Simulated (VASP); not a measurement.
# Co (I4/mmm) in VASP: notebook

Co is run at these levels: revPBE; tasks: single point.

Everything below comes from runs of VASP 6.6.1. Logs are shortened: lines on timing, memory, paths and dates and some standing lists are left out, and cuts for length are marked.

### 1 The cell of the first run

The typed cell holds 2 atoms: a = 2.521 Å, b = 2.521 Å, c = 3.563 Å, α = 90.00°, β = 90.00°, γ = 90.00°.

This isn't the form of Co at room conditions, which is hcp.

### 2 Single point, revPBE, collinear spin, ferromagnetic start (11.32 Å³/atom)

Contents of INCAR:

```
SYSTEM = Co
PREC = Accurate
ENCUT = 520
EDIFF = 1E-6
ISMEAR = -1
SIGMA = 0.05
LREAL = .False.
LASPH = .True.
NELM = 150
ALGO = Normal
ISIF = 2
LWAVE = .False.
LCHARG = .True.
ISPIN = 2
MAGMOM = -1.699 -1.699
LORBIT = 11
LMAXMIX = 4
GGA = RE
LELF = .True.
LVHAR = .True.
NBANDS = 20
```

Contents of KPOINTS:

```
Automatic mesh
0
Gamma
  14 14 10
  0 0 0
```

Contents of POSCAR:

```
Co
1.0
    2.5208041471      0.0000000000      0.0000000000
    0.0000000000      2.5208041471      0.0000000000
    0.0000000000      0.0000000000      3.5630173946
Co
2
Direct
    0.0000000000      0.0000000000      0.0000000000
    0.5000000000      0.5000000000      0.5000000000
```

Potentials or basis: VASP PAW PBE potentials, release 64 (Co).

Command:

```
$ cat potpaw_PBE.64/Co/POTCAR > POTCAR
$ mpirun -np 1 vasp_std > vasp.out
```

OUTCAR:

```text
SYSTEM = Co
   PREC = Accurate
   ENCUT = 520
   EDIFF = 1E-6
   ISMEAR = -1
   LREAL = .False.
   LASPH = .True.
   NELM = 150
   ISIF = 2
   ISPIN = 2
   LORBIT = 11
   GGA = RE

 ion  position               nearest neighbor table
   1  0.000  0.000  0.000-   2 2.52   2 2.52   2 2.52   2 2.52   2 2.52   2 2.52   2 2.52   2 2.52

   2  0.500  0.500  0.500-   1 2.52   1 2.52   1 2.52   1 2.52   1 2.52   1 2.52   1 2.52   1 2.52

  LATTYP: Found a simple tetragonal cell.
 ALAT       =     2.5208041471
 C/A-ratio  =     1.4134447528

  Lattice vectors:

 A1 = (   2.5208041471,   0.0000000000,   0.0000000000)
 A2 = (   0.0000000000,   2.5208041471,   0.0000000000)
 A3 = (   0.0000000000,   0.0000000000,   3.5630173946)

Analysis of symmetry for initial positions (statically):
=====================================================================
 Subroutine PRICEL returns following result:

  LATTYP: Found a body centered tetragonal cell.
 ALAT       =     2.5208041471
 C/A-ratio  =     1.4134447528
[... 12 lines left out ...]
 Subroutine GETGRP returns: Found 16 space group operations
 (whereof 16 operations were pure point group operations)
 out of a pool of 16 trial point group operations.

The static configuration has the point symmetry D_4h.

Analysis of symmetry for dynamics (positions and initial velocities):
=====================================================================
 Subroutine PRICEL returns following result:

  LATTYP: Found a body centered tetragonal cell.
 ALAT       =     2.5208041471
 C/A-ratio  =     1.4134447528
[... 12 lines left out ...]
 Subroutine GETGRP returns: Found 16 space group operations
 (whereof 16 operations were pure point group operations)
 out of a pool of 16 trial point group operations.

The dynamic configuration has the point symmetry D_4h.

Analysis of structural, dynamic, and magnetic symmetry:
=====================================================================
 Subroutine PRICEL returns following result:

  LATTYP: Found a body centered tetragonal cell.
 ALAT       =     2.5208041471
 C/A-ratio  =     1.4134447528
[... 12 lines left out ...]
 Subroutine GETGRP returns: Found 16 space group operations
 (whereof 16 operations were pure point group operations)
 out of a pool of 16 trial point group operations.

The overall configuration has the point symmetry D_4h.

 Subroutine INISYM returns: Found 16 space group operations
 (whereof 16 operations are pure point group operations),
 and found     2 'primitive' translations

[... 107 lines left out ...]
   ISMEAR =    -1;   SIGMA  =   0.05  broadening in eV -4-tet -1-fermi 0-gaus
   EFERMI_NEDOS =   21; number of points for ismear=-14 and -15
   IALGO  =     38    algorithm
   IMIX   =      4    mixing-type and parameters
     AMIX     =   0.40;   BMIX     =  1.00
     AMIX_MAG =   1.60;   BMIX_MAG =  1.00
  volume/ion in A,a.u.               =      11.32        76.39
  Fermi-wavevector in a.u.,A,eV,Ry     =   1.516586  2.865931 31.293837  2.300032
  Thomas-Fermi vector in A             =   2.625956
   LORBIT       =     11    0 simple, 1 ext, 2 COOP (PROOUT), +10 PAW based schemes
   GGA     = RE    functional components
   LHFCALC =     F    Hartree Fock is set to
   AEXX    =    0.0000 exact exchange contribution
   IVDW    =     0    specifies the selected vdW correction
   LEPSILON=     F    determine dielectric tensor
   LRPA    =     F    only Hartree local field effects (RPA)
 spin polarized calculation
  energy-cutoff  :      520.00
  volume of cell :       22.64
 maximum number of plane-waves:       629
 NGX is ok and might be reduce to    20
   NGX =  9   NGY =  9   NGZ = 13

 number of electron      18.0000000 magnetization      -3.3891914

 Free energy of the ion-electron system (eV)
  ---------------------------------------------------
  ext. energy  EPLUGINS =         0.00000000
  ---------------------------------------------------
  free energy    TOTEN  =       -13.22494618 eV

  energy without entropy =      -13.20499879  energy(sigma->0) =      -13.21497249

 E-fermi :   9.8925     XC(G=0): -13.0754

 val. band max:        9.8851348705   @ k =   0.4286   0.1429   0.1000
 cond. band min:       9.9003341922   @ k =   0.1429   0.0714   0.3000
 fundamental gap:      0.0151993217
 Fermi energy:         9.8924625812

 spin component 1

 k-point     1 :       0.0000    0.0000    0.0000
  band No.  band energies     occupation
      1       1.0941      1.00000
      2       6.0208      1.00000
      3       6.6836      1.00000
      4       8.8078      1.00000
      5       8.8078      1.00000
      6       8.8168      1.00000
[... 541 lines left out ...]
     19      32.1698      0.00000
     20      36.1830      0.00000

 [... further k-points ...]

 spin component 2

 k-point     1 :       0.0000    0.0000    0.0000
  band No.  band energies     occupation
      1       1.1157      1.00000
      2       4.7509      1.00000
      3       5.3637      1.00000
      4       7.1711      1.00000
      5       7.1731      1.00000
      6       7.1731      1.00000
[... 541 lines left out ...]
     19      32.0242      0.00000
     20      35.6967      0.00000

 [... further k-points ...]
[... 5 lines left out ...]
  --------------------------------------------------------------------------------------
  -------------------------------------------------------------------------------------
  Total       -0.4477151     -0.4477151     -0.4798201      0.0000000     -0.0000000     -0.0000000
  in kB      -31.6822646    -31.6822646    -33.9541492      0.0000000     -0.0000000     -0.0000000
  external PRESSURE =     -32.4395595 kB  Pullay stress =       0.0000000 kB

 VOLUME and BASIS-vectors are now :
 -----------------------------------------------------------------------------
  energy-cutoff  :      520.00
  volume of cell :       22.64
      direct lattice vectors                 reciprocal lattice vectors
     2.520804147  0.000000000  0.000000000     0.396698808  0.000000000  0.000000000
     0.000000000  2.520804147  0.000000000     0.000000000  0.396698808  0.000000000
     0.000000000  0.000000000  3.563017395     0.000000000  0.000000000  0.280660993

 POSITION                                       TOTAL-FORCE (eV/Angst)
 -----------------------------------------------------------------------------------
      0.00000      0.00000      0.00000         0.000000      0.000000     -0.000000
      1.26040      1.26040      1.78151        -0.000000     -0.000000      0.000000
 -----------------------------------------------------------------------------------
    total drift:                               -0.000000      0.000000      0.000000

  FREE ENERGIE OF THE ION-ELECTRON SYSTEM (eV)
  ---------------------------------------------------
  free  energy   TOTEN  =       -13.2249461807 eV

  energy  without entropy=      -13.2049987935  energy(sigma->0) =      -13.21497249

 total charge

# of ion       s       p       d       tot
------------------------------------------
    1        0.475   0.491   7.226   8.192
    2        0.475   0.491   7.226   8.192
--------------------------------------------------
tot          0.950   0.981  14.452  16.384

 magnetization (x)

# of ion       s       p       d       tot
------------------------------------------
    1        0.012   0.050  -1.783  -1.722
    2        0.012   0.050  -1.783  -1.722
--------------------------------------------------
tot          0.024   0.100  -3.567  -3.443
```

Wall time 5.2 min (1 thread of Intel Xeon 8259CL, shared host); peak memory 0.25 GiB.

Results:

| Item | Value |
| --- | --- |
| Free energy | -13.2249 eV |
| Pressure | -3.2 GPa |
| Net moment | -3.39 μB per cell |
| Site moments | Co -1.72 μB |
| Valence electrons inside the program's atomic spheres | Co 8.19 |

Stress tensor (GPa, compression positive):
```
-3.17  0.00  0.00
 0.00 -3.17  0.00
 0.00  0.00 -3.40
```

Caveat: the cell stands under tension; the PAW data sets were made with another functional, which shifts forces and pressure a little.

### 3 Single point, revPBE, collinear spin, ferromagnetic start (11.74 Å³/atom)

This run uses another cell than the first one, of 11.74 Å³/atom.

Contents of INCAR:

```
SYSTEM = Co
PREC = Accurate ; ENCUT = 520
EDIFF = 1E-7 ; ISMEAR = -1
SIGMA = 0.05 ; LREAL = .FALSE.
LASPH = .TRUE. ; NELM = 150
ALGO = Normal ; ISIF = 2
LWAVE = .FALSE. ; LCHARG = .FALSE.
ISPIN = 2 ; MAGMOM = -1.699 -1.699
LORBIT = 11 ; LMAXMIX = 4
GGA = RE ; NBANDS = 20
```

Contents of KPOINTS:

```
Automatic mesh
0
G
  14 14 10
  0 0 0
```

Contents of POSCAR:

```
Co
1.0
    2.5515486911      0.0000000000      0.0000000000
    0.0000000000      2.5515486911      0.0000000000
    0.0000000000      0.0000000000      3.6064731090
Co
2
Direct
    0.0000000000      0.0000000000      0.0000000000
    0.5000000000      0.5000000000      0.5000000000
```

Potentials or basis: VASP PAW PBE potentials, release 64 (Co).

Command:

```
$ cat potpaw_PBE.64/Co/POTCAR > POTCAR
$ mpirun -np 1 vasp_std > vasp.out
```

OUTCAR:

```text
SYSTEM = Co
   PREC = Accurate
   ENCUT = 520
   EDIFF = 1E-7
   ISMEAR = -1
   LREAL = .FALSE.
   LASPH = .TRUE.
   NELM = 150
   ISIF = 2
   ISPIN = 2
   LORBIT = 11
   GGA = RE

 ion  position               nearest neighbor table
   1  0.000  0.000  0.000-   2 2.55   2 2.55   2 2.55   2 2.55   2 2.55   2 2.55   2 2.55   2 2.55

   2  0.500  0.500  0.500-   1 2.55   1 2.55   1 2.55   1 2.55   1 2.55   1 2.55   1 2.55   1 2.55

  LATTYP: Found a simple tetragonal cell.
 ALAT       =     2.5515486911
 C/A-ratio  =     1.4134447528

  Lattice vectors:

[... 1351 lines left out ...]

 VOLUME and BASIS-vectors are now :
 -----------------------------------------------------------------------------
  energy-cutoff  :      520.00
  volume of cell :       23.48
      direct lattice vectors                 reciprocal lattice vectors
     2.551548691  0.000000000  0.000000000     0.391918839  0.000000000  0.000000000
     0.000000000  2.551548691  0.000000000     0.000000000  0.391918839  0.000000000
     0.000000000  0.000000000  3.606473109     0.000000000  0.000000000  0.277279206

 POSITION                                       TOTAL-FORCE (eV/Angst)
 -----------------------------------------------------------------------------------
      0.00000      0.00000      0.00000        -0.000000     -0.000000      0.000000
      1.27577      1.27577      1.80324         0.000000      0.000000     -0.000000
 -----------------------------------------------------------------------------------
    total drift:                               -0.000000      0.000000      0.000000

  FREE ENERGIE OF THE ION-ELECTRON SYSTEM (eV)
  ---------------------------------------------------
  free  energy   TOTEN  =       -13.1922800295 eV

  energy  without entropy=      -13.1721532519  energy(sigma->0) =      -13.18221664

 total charge

# of ion       s       p       d       tot
------------------------------------------
    1        0.461   0.462   7.205   8.128
    2        0.461   0.462   7.205   8.128
--------------------------------------------------
tot          0.922   0.924  14.410  16.257

 magnetization (x)

# of ion       s       p       d       tot
------------------------------------------
    1        0.011   0.049  -1.817  -1.757
    2        0.011   0.049  -1.817  -1.757
--------------------------------------------------
tot          0.022   0.098  -3.633  -3.514
```

OSZICAR:

```text
N       E                     dE             d eps       ncg     rms          rms(c)
DAV:   1     0.883785562691E+02    0.88379E+02   -0.74965E+03 18100   0.112E+03
DAV:   2    -0.103872381719E+02   -0.98766E+02   -0.89100E+02 17564   0.215E+02
DAV:   3    -0.150753217677E+02   -0.46881E+01   -0.44601E+01 19564   0.572E+01
DAV:   4    -0.151566078087E+02   -0.81286E-01   -0.81180E-01 21444   0.654E+00
DAV:   5    -0.151589036211E+02   -0.22958E-02   -0.22956E-02 20052   0.991E-01    0.136E+01
DAV:   6    -0.136884500713E+02    0.14705E+01   -0.81814E+00 19216   0.565E+01    0.786E+00
DAV:   7    -0.132152270724E+02    0.47322E+00   -0.12920E+00 19544   0.213E+01    0.375E+00
DAV:   8    -0.132062270220E+02    0.90001E-02   -0.20184E-02 22336   0.137E+00    0.180E+00
DAV:   9    -0.131916060638E+02    0.14621E-01   -0.48006E-03 25800   0.119E+00    0.610E-01
DAV:  10    -0.131922894131E+02   -0.68335E-03   -0.81766E-04 23188   0.387E-01    0.215E-01
DAV:  11    -0.131922652410E+02    0.24172E-04   -0.22103E-04 24736   0.218E-01    0.674E-02
DAV:  12    -0.131922756471E+02   -0.10406E-04   -0.20512E-05 19592   0.519E-02    0.292E-02
DAV:  13    -0.131922799194E+02   -0.42723E-05   -0.27876E-06 22920   0.151E-02    0.664E-03
DAV:  14    -0.131922802638E+02   -0.34448E-06   -0.53334E-07 19008   0.671E-03    0.257E-03
DAV:  15    -0.131922800476E+02    0.21623E-06   -0.32388E-08  9584   0.245E-03    0.727E-04
DAV:  16    -0.131922800295E+02    0.18100E-07   -0.13531E-08  9140   0.141E-03
   1 F= -.13192280E+02 E0= -.13182217E+02  d E =-.201268E-01  mag=    -3.4459
```

stdout:

```text
POSCAR found type information on POSCAR Co
 POSCAR found :  1 types and       2 ions
 scaLAPACK will be used
 -----------------------------------------------------------------------------
|                                                                             |
|                                                                             |
|     You enforced a specific xc type in the INCAR file but a different       |
|     I HOPE YOU KNOW WHAT YOU ARE DOING!                                     |
|                                                                             |
 -----------------------------------------------------------------------------

 LDA part: xc-table for (Slater+PW92), standard interpolation
 POSCAR, INCAR and KPOINTS ok, starting setup
 FFT: planning ... GRIDC
 FFT: planning ... GRID_SOFT
 FFT: planning ... GRID
 WAVECAR not read
 entering main loop
```

Wall time 5.8 min (1 thread of Intel Xeon 8259CL, shared host); peak memory 0.25 GiB.

Results:

- Free energy: -13.1923 eV
- Pressure: -9.1 GPa
- Net moment: -3.45 μB per cell
- Site moments: Co -1.76 μB
- Valence electrons inside the program's atomic spheres: Co 8.13

Stress tensor (GPa, compression positive):
```
-9.00  0.00  0.00
 0.00 -9.00  0.00
 0.00  0.00 -9.18
```

Levels at points of the mesh, in eV from the Fermi level:
Spin up:
```csv
k point,band 6,band 7,band 8,band 9,band 10,band 11
"(0.00, 0.00, 0.00)",-1.02,0.33,0.33,1.11,1.15,1.15
"(0.50, 0.00, 0.00)",-1.49,-0.20,-0.20,0.13,0.13,2.24
"(0.50, 0.50, 0.00)",1.11,1.15,1.15,1.16,1.16,2.31
"(0.00, 0.00, 0.50)",-0.51,-0.12,-0.12,-0.12,-0.12,0.71
"(0.50, 0.00, 0.50)",-1.00,-0.36,-0.36,1.03,1.03,1.03
"(0.50, 0.50, 0.50)",-1.94,0.19,0.19,1.16,1.16,7.85
```
Spin down:
```
           k point  band 7  band 8  band 9  band 10  band 11  band 12  band 13  band 14  band 15  band 16
(0.00, 0.00, 0.00)   -1.83   -1.83   -1.14    -0.75    -0.75     2.38     8.74    14.09    14.09    18.81
(0.50, 0.00, 0.00)   -2.24   -2.24   -1.66    -1.66     0.69     0.69    11.02    11.02    12.30    12.30
(0.50, 0.50, 0.00)   -0.76   -0.76   -0.75    -0.75     2.36     2.36     8.73     8.73    14.10    14.10
(0.00, 0.00, 0.50)   -1.86   -1.86   -1.86    -1.86    -1.49    -1.49    18.34    18.34    18.34    18.34
(0.50, 0.00, 0.50)   -1.01   -1.01   -1.00    -1.00    -0.26    -0.26     5.42     5.42    20.93    20.93
(0.50, 0.50, 0.50)   -1.87   -1.87   -0.76    -0.76     7.40     7.40     7.40     7.40     9.40     9.40
```

Caveat: the cell stands under tension; the PAW data sets were made with another functional, which shifts forces and pressure a little.
